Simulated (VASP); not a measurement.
# Rb (Fm-3m) in VASP: notebook

The runs below take Rb through single point, with RPBE.

Program: VASP 6.6.1. These are calculated values, not measurements. Logs are shortened: lines on timing, memory, paths and dates and some standing lists are left out, and cuts for length are marked.

## (1) The cell of the first run

The structure is cubic, space group Fm-3m (No. 225). The conventional cell has a = 7.085 Å, b = 7.085 Å, c = 7.085 Å, α = 90.00°, β = 90.00°, γ = 90.00°.

## (2) Single point, RPBE (volume scaled by 0.88)

The input, INCAR:

```
ALGO     = Normal         # electronic algorithm
EDIFF    = 1E-7           # SCF threshold, eV
ENCUT    = 520            # plane-wave cutoff, eV
GGA      = RP             # functional
ISIF     = 2              # what is computed and relaxed
ISMEAR   = -1             # smearing method
LASPH    = T              # aspherical terms in the spheres
LCHARG   = T              # write CHGCAR
LELF     = T              # ELF
LREAL    = F              # projectors in reciprocal space
LVHAR    = T            
LWAVE    = F              # write WAVECAR
NBANDS   = 10             # bands
NELM     = 60             # most SCF steps
PREC     = Accurate       # precision mode
SIGMA    = 0.1            # smearing width, eV
```

The input, KPOINTS:

```
k-points
0
Gamma
  8 8 8
```

The input, POSCAR:

```
Rb
1.0
    0.0000000000      3.5427234940      3.5427234940
    3.5427234940      0.0000000000      3.5427234940
    3.5427234940      3.5427234940      0.0000000000
Rb
1
Direct
    0.0000000000      0.0000000000      0.0000000000
```

Potentials or basis: VASP PAW PBE potentials, release 64 (Rb_sv).

The run is started by

```sh
$ cat potpaw_PBE.64/Rb_sv/POTCAR > POTCAR
$ mpirun -np 1 vasp_std > vasp.out
```

OUTCAR:

```text
EDIFF = 1E-7
   ENCUT = 520
   GGA = RP
   ISIF = 2
   ISMEAR = -1
   LASPH = T
   LREAL = F
   NELM = 60
   PREC = Accurate

 ion  position               nearest neighbor table
   1  0.000  0.000  0.000-

  LATTYP: Found a face centered cubic cell.
 ALAT       =     7.0854469880

  Lattice vectors:

 A1 = (   0.0000000000,   3.5427234940,   3.5427234940)
 A2 = (   3.5427234940,   0.0000000000,   3.5427234940)
 A3 = (   3.5427234940,   3.5427234940,   0.0000000000)

Analysis of symmetry for initial positions (statically):
=====================================================================
 Subroutine PRICEL returns:
 Original cell was already a primitive cell.

 Routine SETGRP: Setting up the symmetry group for a
 face centered cubic supercell.

 Subroutine GETGRP returns: Found 48 space group operations
 (whereof 48 operations were pure point group operations)
 out of a pool of 48 trial point group operations.

The static configuration has the point symmetry O_h .

Analysis of symmetry for dynamics (positions and initial velocities):
=====================================================================
 Subroutine PRICEL returns:
 Original cell was already a primitive cell.

 Routine SETGRP: Setting up the symmetry group for a
 face centered cubic supercell.

 Subroutine GETGRP returns: Found 48 space group operations
 (whereof 48 operations were pure point group operations)
 out of a pool of 48 trial point group operations.

The dynamic configuration has the point symmetry O_h .

 Subroutine INISYM returns: Found 48 space group operations
 (whereof 48 operations are pure point group operations),
 and found     1 'primitive' translations

----------------------------------------------------------------------------------------

                                     Primitive cell

  volume of cell :      88.9287

  direct lattice vectors                    reciprocal lattice vectors
     0.000000000  3.542723494  3.542723494    -0.141134356  0.141134356  0.141134356
     3.542723494  0.000000000  3.542723494     0.141134356 -0.141134356  0.141134356
     3.542723494  3.542723494  0.000000000     0.141134356  0.141134356 -0.141134356

  length of vectors
     5.010167613  5.010167613  5.010167613     0.244451876  0.244451876  0.244451876

  position of ions in fractional coordinates (direct lattice)
     0.000000000  0.000000000  0.000000000

  ion indices of the primitive-cell ions
   primitive index   ion index
                 1           1

----------------------------------------------------------------------------------------

 KPOINTS: k-points

Automatic generation of k-mesh.
 Grid dimensions read from file:
 generate k-points for:    8    8    8

 Generating k-lattice:

  Cartesian coordinates                     Fractional coordinates (reciprocal lattice)
    -0.017641795  0.017641795  0.017641795     0.125000000  0.000000000  0.000000000
     0.017641795 -0.017641795  0.017641795     0.000000000  0.125000000  0.000000000
     0.017641795  0.017641795 -0.017641795     0.000000000  0.000000000  0.125000000

  Length of vectors
     0.030556484  0.030556484  0.030556484

  Shift w.r.t. Gamma in fractional coordinates (k-lattice)
     0.000000000  0.000000000  0.000000000

 Subroutine IBZKPT returns following result:
 ===========================================

 Found     29 irreducible k-points:

 Following reciprocal coordinates:
            Coordinates               Weight
  0.000000  0.000000  0.000000      1.000000
  0.125000  0.000000  0.000000      8.000000
  0.250000  0.000000  0.000000      8.000000
  0.375000  0.000000  0.000000      8.000000
  0.500000  0.000000  0.000000      4.000000
  0.125000  0.125000  0.000000      6.000000
[... 16 lines left out ...]
  0.500000  0.250000  0.125000     48.000000
 -0.375000  0.250000  0.125000     24.000000
 [... further k-points ...]
   k-points           NKPTS =     29   k-points in BZ     NKDIM =     29   number of bands    NBANDS=     10
   number of dos      NEDOS =    301   number of ions     NIONS =      1
   total plane-waves  NPLWV =  64000
   dimension x,y,z NGX =    40 NGY =   40 NGZ =   40
   dimension x,y,z NGXF=    80 NGYF=   80 NGZF=   80
   ions per type =               1
   NGX,Y,Z   is equivalent  to a cutoff of  13.27, 13.27, 13.27 a.u.
   NGXF,Y,Z  is equivalent  to a cutoff of  26.55, 26.55, 26.55 a.u.
 SYSTEM =  unknown system
   PREC   = accura    normal or accurate (medium, high low for compatibility)
   ISTART =      0    job   : 0-new  1-cont  2-samecut
   ICHARG =      2    charge: 1-file 2-atom 10-const
   ISPIN  =      1    spin polarized calculation?
   LNONCOLLINEAR =      F non collinear calculations
   LSORBIT =      F    spin-orbit coupling
   LASPH  =      T    aspherical Exc in radial PAW
   ENCUT  =  520.0 eV  38.22 Ry    6.18 a.u.   9.32  9.32  9.32*2*pi/ulx,y,z
   NELM   =     60;   NELMIN=  2; NELMDL= -5     # of ELM steps
   EDIFF  = 0.1E-06   stopping-criterion for ELM
   LREAL  =      F    real-space projection
   EDIFFG = 0.1E-05   stopping-criterion for IOM
   NSW    =      0    number of steps for IOM
   IBRION =     -1    ionic relax: 0-MD 1-quasi-New 2-CG
   NFREE  =      0    steps in history (QN), initial steepest desc. (CG)
   ISIF   =      2    stress and relaxation
   ISYM   =      2    0-nonsym 1-usesym 2-fastsym
   POTIM  = 0.5000    time-step for ionic-motion
   TEBEG  =    0.0;   TEEND  =   0.0 temperature during run
   PSTRESS=    0.0 pullay stress
   NELECT =       9.0000    total number of electrons
   NUPDOWN=      -1.0000    fix difference up-down
   EMIN   =  10.00;   EMAX   =-10.00  energy-range for DOS
   EFERMI =   0.00;   METHOD = LEGACY
   ISMEAR =    -1;   SIGMA  =   0.10  broadening in eV -4-tet -1-fermi 0-gaus
   EFERMI_NEDOS =   21; number of points for ismear=-14 and -15
   IALGO  =     38    algorithm
   IMIX   =      4    mixing-type and parameters
     AMIX     =   0.40;   BMIX     =  1.00
     AMIX_MAG =   1.60;   BMIX_MAG =  1.00
  volume/ion in A,a.u.               =      88.93       600.12
  Fermi-wavevector in a.u.,A,eV,Ry     =   0.762913  1.441697  7.919086  0.582036
  Thomas-Fermi vector in A             =   1.862479
   LORBIT       =      0    0 simple, 1 ext, 2 COOP (PROOUT), +10 PAW based schemes
   GGA     = RP    functional components
   LHFCALC =     F    Hartree Fock is set to
   AEXX    =    0.0000 exact exchange contribution
   IVDW    =     0    specifies the selected vdW correction
   LEPSILON=     F    determine dielectric tensor
   LRPA    =     F    only Hartree local field effects (RPA)
 non-spin polarized calculation
  energy-cutoff  :      520.00
  volume of cell :       88.93
 maximum number of plane-waves:      2421
 NGX is ok and might be reduce to    40
   NGX = 19   NGY = 19   NGZ = 19

 number of electron       9.0000000 magnetization

 Free energy of the ion-electron system (eV)
  ---------------------------------------------------
  ext. energy  EPLUGINS =         0.00000000
  ---------------------------------------------------
  free energy    TOTEN  =        -0.82640127 eV

  energy without entropy =       -0.79462047  energy(sigma->0) =       -0.81051087

 E-fermi :   0.1802     XC(G=0):  -5.3831

 val. band max:        0.0649209365   @ k =  -0.3750   0.1250   0.0000
 cond. band min:       0.2512768807   @ k =   0.5000   0.3750   0.1250
 fundamental gap:      0.1863559443
 Fermi energy:         0.1802147623

 k-point     1 :       0.0000    0.0000    0.0000
  band No.  band energies     occupation
      1     -28.7429      2.00000
      2     -12.7944      2.00000
      3     -12.7944      2.00000
      4     -12.7944      2.00000
      5      -1.7934      2.00000
      6       3.8515      0.00000
      7       3.8515      0.00000
      8       3.8515      0.00000
      9       5.2166      0.00000
     10       5.2166      0.00000

 k-point     2 :       0.1250    0.0000    0.0000
  band No.  band energies     occupation
      1     -28.7423      2.00000
      2     -12.8093      2.00000
      3     -12.7965      2.00000
      4     -12.7965      2.00000
      5      -1.6172      2.00000
      6       3.3832      0.00000
      7       3.9195      0.00000
      8       3.9195      0.00000
      9       5.0312      0.00000
     10       5.0312      0.00000

 k-point     3 :       0.2500    0.0000    0.0000
  band No.  band energies     occupation
      1     -28.7409      2.00000
      2     -12.8448      2.00000
      3     -12.8013      2.00000
      4     -12.8013      2.00000
      5      -1.1135      2.00000
      6       2.5216      0.00000
      7       3.9108      0.00000
      8       3.9108      0.00000
      9       5.0370      0.00000
     10       5.0370      0.00000

 k-point     4 :       0.3750    0.0000    0.0000
  band No.  band energies     occupation
      1     -28.7394      2.00000
      2     -12.8797      2.00000
      3     -12.8061      2.00000
      4     -12.8061      2.00000
      5      -0.3579      1.99084
      6       1.5941      0.00000
      7       3.7193      0.00000
      8       3.7193      0.00000
      9       5.6042      0.00000
     10       5.6424      0.00000
[... 222 lines left out ...]
 k-point    22 :       0.3750    0.2500    0.1250
  band No.  band energies     occupation
      1     -28.7398      2.00000
      2     -12.8535      2.00000
      3     -12.8195      2.00000
      4     -12.8074      2.00000
      5      -0.6868      1.99966
      6       2.4329      0.00000
      7       3.0228      0.00000
      8       4.1099      0.00000
      9       4.4218      0.00000
     10       5.7601      0.00000

 k-point    23 :       0.5000    0.2500    0.1250
  band No.  band energies     occupation
      1     -28.7386      2.00000
      2     -12.8722      2.00000
      3     -12.8304      2.00000
      4     -12.8132      2.00000
      5       0.0409      1.60233
      6       1.7909      0.00000
      7       2.6536      0.00000
      8       3.8737      0.00000
      9       4.9084      0.00000
     10       5.7337      0.00000

 k-point    24 :      -0.3750    0.2500    0.1250
  band No.  band energies     occupation
      1     -28.7381      2.00000
      2     -12.8802      2.00000
      3     -12.8339      2.00000
      4     -12.8163      2.00000
      5       0.8505      0.00245
      6       0.9760      0.00070
      7       2.6200      0.00000
      8       3.7424      0.00000
      9       4.9399      0.00000
     10       5.9081      0.00000

 [... further k-points ...]
[... 5 lines left out ...]
  --------------------------------------------------------------------------------------
  -------------------------------------------------------------------------------------
  Total        0.2145401      0.2145401      0.2145401      0.0000000      0.0000000     -0.0000000
  in kB        3.8652476      3.8652476      3.8652476      0.0000000      0.0000000     -0.0000000
  external PRESSURE =       3.8652476 kB  Pullay stress =       0.0000000 kB

 VOLUME and BASIS-vectors are now :
 -----------------------------------------------------------------------------
  energy-cutoff  :      520.00
  volume of cell :       88.93
      direct lattice vectors                 reciprocal lattice vectors
     0.000000000  3.542723494  3.542723494    -0.141134356  0.141134356  0.141134356
     3.542723494  0.000000000  3.542723494     0.141134356 -0.141134356  0.141134356
     3.542723494  3.542723494  0.000000000     0.141134356  0.141134356 -0.141134356

 POSITION                                       TOTAL-FORCE (eV/Angst)
 -----------------------------------------------------------------------------------
      0.00000      0.00000      0.00000         0.000000      0.000000      0.000000
 -----------------------------------------------------------------------------------
    total drift:                               -0.000000     -0.000000     -0.000000

  FREE ENERGIE OF THE ION-ELECTRON SYSTEM (eV)
  ---------------------------------------------------
  free  energy   TOTEN  =        -0.8264012721 eV

  energy  without entropy=       -0.7946204734  energy(sigma->0) =       -0.81051087
```

Run time: 28 s. Hardware: 1 thread of Intel Xeon Platinum 8259CL at 2.50GHz (Skylake/Cascade Lake), shared host; peak memory 0.23 GiB.

Results:

```
Free energy : -0.8264 eV
Pressure    : 0.4 GPa
```

Caveat: the PAW data sets were made with another functional, which shifts forces and pressure a little.

## (3) Single point, RPBE (volume scaled by 0.92)

The input, INCAR:

```
SYSTEM = Rb
PREC = Accurate ; ENCUT = 520
EDIFF = 1E-7 ; ISMEAR = -1
SIGMA = 0.1 ; LREAL = .FALSE.
LASPH = .TRUE. ; NELM = 80
ALGO = Normal ; ISIF = 2
LWAVE = .FALSE. ; LCHARG = .FALSE.
GGA = RP ; NBANDS = 10
```

The input, KPOINTS:

```
regular mesh
0
G
  8 8 8
  0 0 0
```

The input, POSCAR:

```
Rb
1.0
    0.0000000000      3.5956077608      3.5956077608
    3.5956077608      0.0000000000      3.5956077608
    3.5956077608      3.5956077608      0.0000000000
Rb
1
Direct
    0.0000000000      0.0000000000      0.0000000000
```

Potentials or basis: VASP PAW PBE potentials, release 64 (Rb_sv).

The run is started by

```sh
$ cat potpaw_PBE.64/Rb_sv/POTCAR > POTCAR
$ mpirun -np 1 vasp_std > vasp.out
```

It took 24 s on 1 thread of Intel Xeon Platinum 8259CL at 2.50GHz (Skylake/Cascade Lake), shared host; peak memory 0.23 GiB.

Results (log left out):

| Property | Result |
| --- | --- |
| Free energy | -0.8342 eV |
| Pressure | 0.2 GPa |

Levels at points of the mesh, in eV from the Fermi level:
```csv
k point,band 1,band 2,band 3,band 4,band 5,band 6,band 7,band 8,band 9,band 10
"(0.00, 0.00, 0.00)",-28.94,-13.00,-13.00,-13.00,-1.92,3.63,3.63,3.63,4.96,4.96
"(0.50, 0.00, 0.00)",-28.94,-13.09,-13.01,-13.01,0.19,0.63,3.41,3.41,5.58,5.61
"(0.50, 0.50, 0.00)",-28.94,-13.08,-13.03,-13.03,0.65,1.38,1.86,4.44,4.44,4.93
```

Caveat: the PAW data sets were made with another functional, which shifts forces and pressure a little.

(Continued in part 2 of 2.)
